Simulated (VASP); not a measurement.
# SiO2 (P4_12_12) in VASP: relaxation of the atoms with PBE

Aim: the relaxation of the atoms of SiO2 with PBE.

Program: VASP 6.6.1. These are calculated values, not measurements. Logs are shortened: lines on timing, memory, paths and dates and some standing lists are left out, and cuts for length are marked.

## 1. The cell of the first run

Symmetry: P4_12_12, No. 92, tetragonal system. Conventional cell: a = 4.978 Å, b = 4.978 Å, c = 6.948 Å, α = 90.00°, β = 90.00°, γ = 90.00°. Within 2.1 Å of Si (site symmetry 2) lie 4 O at 1.60 to 1.61 Å. O (site symmetry 1) has 2 Si at 1.60 to 1.61 Å within 2.1 Å.

## 2. Relaxation of the atoms, PBE

INCAR

```
  PREC = Accurate
  ENCUT = 520
  EDIFF = 1E-6
  ISMEAR = -1
  SIGMA = 0.02
  LREAL = F
  LASPH = T
  NELM = 100
  ALGO = Normal
  ISIF = 2
  LWAVE = F
  LCHARG = F
  GGA = PE
  IBRION = 2
  NSW = 80
  EDIFFG = -0.02
```

KPOINTS

```
Automatic mesh
0
Gamma
  5 5 4
```

POSCAR

```
SiO2
1.0
    4.9780000000      0.0000000000      0.0000000000
    0.0000000000      4.9780000000      0.0000000000
    0.0000000000      0.0000000000      6.9480000000
Si O
4 8
Direct
    0.3000400000      0.3000400000      0.0000000000
    0.1999600000      0.8000400000      0.2500000000
    0.6999600000      0.6999600000      0.5000000000
    0.8000400000      0.1999600000      0.7500000000
    0.2397600000      0.1032400000      0.1784400000
    0.3967600000      0.7397600000      0.4284400000
    0.7602400000      0.8967600000      0.6784400000
    0.6032400000      0.2602400000      0.9284400000
    0.7397600000      0.3967600000      0.5715600000
    0.8967600000      0.7602400000      0.3215600000
    0.2602400000      0.6032400000      0.0715600000
    0.1032400000      0.2397600000      0.8215600000
```

Potentials or basis: VASP PAW PBE potentials, release 64 (Si, O).

Command:

```sh
> cat potpaw_PBE.64/Si/POTCAR potpaw_PBE.64/O/POTCAR > POTCAR
> mpirun -np 1 vasp_std > vasp.out
```

OUTCAR:

```text
PREC = Accurate
   ENCUT = 520
   EDIFF = 1E-6
   ISMEAR = -1
   LREAL = F
   LASPH = T
   NELM = 100
   ISIF = 2
   GGA = PE
   IBRION = 2
   NSW = 80
   EDIFFG = -0.02

 ion  position               nearest neighbor table
   1  0.300  0.300  0.000-   8 1.60  11 1.60   5 1.61  12 1.61   2 3.08   4 3.08   2 3.08   4 3.08

   2  0.200  0.800  0.250-   5 1.60  10 1.60   6 1.61  11 1.61   1 3.08   3 3.08   1 3.08   3 3.08

   3  0.700  0.700  0.500-   6 1.60   9 1.60   7 1.61  10 1.61   2 3.08   4 3.08   4 3.08   2 3.08

   4  0.800  0.200  0.750-   7 1.60  12 1.60   9 1.61   8 1.61   1 3.08   3 3.08   3 3.08   1 3.08

   5  0.240  0.103  0.178-   2 1.60   1 1.61
   6  0.397  0.740  0.428-   3 1.60   2 1.61
   7  0.760  0.897  0.678-   4 1.60   3 1.61
   8  0.603  0.260  0.928-   1 1.60   4 1.61
   9  0.740  0.397  0.572-   3 1.60   4 1.61
  10  0.897  0.760  0.322-   2 1.60   3 1.61
  11  0.260  0.603  0.072-   1 1.60   2 1.61
  12  0.103  0.240  0.822-   4 1.60   1 1.61

  LATTYP: Found a simple tetragonal cell.
 ALAT       =     4.9780000000
 C/A-ratio  =     1.3957412616

  Lattice vectors:

 A1 = (   4.9780000000,   0.0000000000,   0.0000000000)
 A2 = (   0.0000000000,   4.9780000000,   0.0000000000)
 A3 = (   0.0000000000,   0.0000000000,   6.9480000000)

Analysis of symmetry for initial positions (statically):
=====================================================================
 Subroutine PRICEL returns:
 Original cell was already a primitive cell.

 Routine SETGRP: Setting up the symmetry group for a
 simple tetragonal supercell.

 Subroutine GETGRP returns: Found  8 space group operations
 (whereof  2 operations were pure point group operations)
 out of a pool of 16 trial point group operations.

The static configuration has the point symmetry C_2 .
 The point group associated with its full space group is D_4 .

Analysis of symmetry for dynamics (positions and initial velocities):
=====================================================================
 Subroutine PRICEL returns:
 Original cell was already a primitive cell.

 Routine SETGRP: Setting up the symmetry group for a
 simple tetragonal supercell.

 Subroutine GETGRP returns: Found  8 space group operations
 (whereof  2 operations were pure point group operations)
 out of a pool of 16 trial point group operations.

The dynamic configuration has the point symmetry C_2 .
 The point group associated with its full space group is D_4 .

 Subroutine INISYM returns: Found  8 space group operations
 (whereof  2 operations are pure point group operations),
 and found     1 'primitive' translations

[... 113 lines left out ...]
   ISIF   =      2    stress and relaxation
   ISYM   =      2    0-nonsym 1-usesym 2-fastsym
   POTIM  = 0.5000    time-step for ionic-motion
   TEBEG  =    0.0;   TEEND  =   0.0 temperature during run
   PSTRESS=    0.0 pullay stress
   NELECT =      64.0000    total number of electrons
   NUPDOWN=      -1.0000    fix difference up-down
   EMIN   =  10.00;   EMAX   =-10.00  energy-range for DOS
   EFERMI =   0.00;   METHOD = LEGACY
   ISMEAR =    -1;   SIGMA  =   0.02  broadening in eV -4-tet -1-fermi 0-gaus
   EFERMI_NEDOS =   21; number of points for ismear=-14 and -15
   IALGO  =     38    algorithm
   IMIX   =      4    mixing-type and parameters
     AMIX     =   0.40;   BMIX     =  1.00
     AMIX_MAG =   1.60;   BMIX_MAG =  1.00
  volume/ion in A,a.u.               =      14.35        96.82
  Fermi-wavevector in a.u.,A,eV,Ry     =   1.177095  2.224388 18.851598  1.385553
  Thomas-Fermi vector in A             =   2.313448
   LORBIT       =      0    0 simple, 1 ext, 2 COOP (PROOUT), +10 PAW based schemes
   GGA     = PE    functional components
   LHFCALC =     F    Hartree Fock is set to
   AEXX    =    0.0000 exact exchange contribution
   IVDW    =     0    specifies the selected vdW correction
   LEPSILON=     F    determine dielectric tensor
   LRPA    =     F    only Hartree local field effects (RPA)
 conjugate gradient relaxation of ions
 non-spin polarized calculation
  energy-cutoff  :      520.00
  volume of cell :      172.17
 maximum number of plane-waves:      4662
 NGX is ok and might be reduce to    40
   NGX = 19   NGY = 19   NGZ = 25

--------------------------------------- Ionic step        1  -------------------------------------------

 number of electron      63.9999990 magnetization

 Free energy of the ion-electron system (eV)
  ---------------------------------------------------
  ext. energy  EPLUGINS =         0.00000000
  ---------------------------------------------------
  free energy    TOTEN  =       -94.77749469 eV

  energy without entropy =      -94.77749469  energy(sigma->0) =      -94.77749469

------------------------ aborting loop because EDIFF is reached ----------------------------------------

  FORCE on cell =-STRESS in cart. coord.  units (eV):
  Direction    XX          YY          ZZ          XY          YZ          ZX
  --------------------------------------------------------------------------------------
  -------------------------------------------------------------------------------------
  Total        7.8107945      7.8107945      7.0291170      0.0000000      0.0000000      0.0000000
  in kB       72.6835614     72.6835614     65.4096400      0.0000000      0.0000000      0.0000000
  external PRESSURE =      70.2589209 kB  Pullay stress =       0.0000000 kB
[... 119 lines left out ...]
  FREE ENERGIE OF THE ION-ELECTRON SYSTEM (eV)
  ---------------------------------------------------
  free  energy   TOTEN  =       -94.8164430486 eV

  energy  without entropy=      -94.8164430486  energy(sigma->0) =      -94.81644305

[... ionic steps 4 to 13 ...]

--------------------------------------- Ionic step       14  -------------------------------------------

 number of electron      63.9999992 magnetization

------------------------ aborting loop because EDIFF is reached ----------------------------------------
[... 87 lines left out ...]
--------------------------------------- Ionic step       16  -------------------------------------------

 number of electron      64.0000013 magnetization

 Free energy of the ion-electron system (eV)
  ---------------------------------------------------
  ext. energy  EPLUGINS =         0.00000000
  ---------------------------------------------------
  free energy    TOTEN  =       -94.89617334 eV

  energy without entropy =      -94.89617334  energy(sigma->0) =      -94.89617334

 E-fermi :   0.5674     XC(G=0):  -8.4604

 val. band max:        0.1133636720   @ k =   0.0000   0.0000   0.0000
 cond. band min:       5.7237532051   @ k =   0.0000   0.0000   0.0000
 fundamental gap:      5.6103895331
 Fermi energy:         0.5673988050

 k-point     1 :       0.0000    0.0000    0.0000
  band No.  band energies     occupation
      1     -19.2324      2.00000
      2     -18.3491      2.00000
      3     -18.3491      2.00000
      4     -17.2278      2.00000
      5     -17.1571      2.00000
      6     -17.1571      2.00000
[... 784 lines left out ...]
  FREE ENERGIE OF THE ION-ELECTRON SYSTEM (eV)
  ---------------------------------------------------
  free  energy   TOTEN  =       -94.8961733436 eV

  energy  without entropy=      -94.8961733436  energy(sigma->0) =      -94.89617334

 reached required accuracy - stopping structural energy minimisation
```

OSZICAR:

```text
N       E                     dE             d eps       ncg     rms          rms(c)
DAV:   1     0.448079499562E+03    0.44808E+03   -0.33515E+04  1420   0.150E+03
DAV:   2    -0.735375434695E+02   -0.52162E+03   -0.50952E+03  1800   0.345E+02
DAV:   3    -0.107474857868E+03   -0.33937E+02   -0.33826E+02  1642   0.985E+01
DAV:   4    -0.107988191060E+03   -0.51333E+00   -0.51249E+00  1688   0.129E+01
[... 127 lines left out ...]
DAV:   4    -0.948961568566E+02    0.24969E-03   -0.10772E-03  1656   0.226E-01    0.237E-02
DAV:   5    -0.948961759970E+02   -0.19140E-04   -0.23937E-04  1642   0.877E-02    0.235E-02
DAV:   6    -0.948961745395E+02    0.14574E-05   -0.56822E-06  1432   0.129E-02    0.140E-02
DAV:   7    -0.948961733755E+02    0.11640E-05   -0.73552E-06  1649   0.213E-02    0.226E-03
DAV:   8    -0.948961733436E+02    0.31887E-07   -0.22784E-06  1102   0.944E-03
  16 F= -.94896173E+02 E0= -.94896173E+02  d E =-.463127E-02
```

It took 29 min on 1 thread of Oxide Virtual Turin-like, shared host; peak memory 0.29 GiB.

Results:

```
Free energy                  : -94.8962 eV
Energy gained by relaxing    : 9.9 meV/atom
Ionic steps                  : 16
Pressure after relaxing      : 1.1 GPa
Largest force after relaxing : 0.010 eV/Å
Band gap on the k mesh       : 5.61 eV
```

Forces in eV/Å, atoms in the order of the input:
```
Si   0.004  0.004  0.000
Si  -0.004  0.004  0.000
Si  -0.004 -0.004  0.000
Si   0.004 -0.004  0.000
O    0.000 -0.004 -0.009
O    0.004  0.000 -0.009
O    0.000  0.004 -0.009
O   -0.004  0.000 -0.009
O    0.000  0.004  0.009
O    0.004  0.000  0.009
O    0.000 -0.004  0.009
O   -0.004  0.000  0.009
```

Step by step:
| step | energy change (eV) | largest force (eV/Å) | pressure (GPa) |
| --- | --- | --- | --- |
| 1 | 0.0000 | 0.4370 | 7.03 |
| 2 | -0.0389 | 0.5762 | 5.46 |
| 3 | -0.0389 | 0.5571 | 5.50 |
| 4 | -0.0626 | 0.4702 | 4.75 |
| 5 | -0.0939 | 0.2379 | 2.55 |
| 6 | -0.0973 | 0.1829 | 2.53 |
| 7 | -0.1045 | 0.1753 | 2.50 |
| 8 | -0.1055 | 0.3228 | 2.42 |
| 9 | -0.1072 | 0.2581 | 2.46 |
| 10 | -0.1095 | 0.2114 | 2.43 |
| 11 | -0.1135 | 0.0963 | 2.33 |
| 12 | -0.1140 | 0.0888 | 2.29 |
| 13 | -0.1145 | 0.0843 | 2.23 |
| 14 | -0.1157 | 0.0711 | 2.07 |
| 15 | -0.1175 | 0.0442 | 1.74 |
| 16 | -0.1187 | 0.0100 | 1.08 |

Final structure:
```
CELL_PARAMETERS angstrom
4.97800 0.00000 0.00000
0.00000 4.97800 0.00000
0.00000 0.00000 6.94800
ATOMIC_POSITIONS crystal
Si 0.30491 0.30491 0.00000
Si 0.19509 0.80491 0.25000
Si 0.69509 0.69509 0.50000
Si 0.80491 0.19509 0.75000
O 0.23703 0.11554 0.18446
O 0.38446 0.73703 0.43446
O 0.76297 0.88446 0.68446
O 0.61554 0.26297 0.93446
O 0.73703 0.38446 0.56554
O 0.88446 0.76297 0.31554
O 0.26297 0.61554 0.06554
O 0.11554 0.23703 0.81554
```

Levels at points of the mesh, in eV from the valence-band top:
```csv
k point,band 30,band 31,band 32,band 33,band 34,band 35
"(0.00, 0.00, 0.00)",-0.34,-0.34,0.00,5.61,8.74,8.74
"(0.00, 0.00, 0.50)",-0.55,-0.37,-0.37,6.88,6.88,9.28
```

A k mesh can miss the band edges.
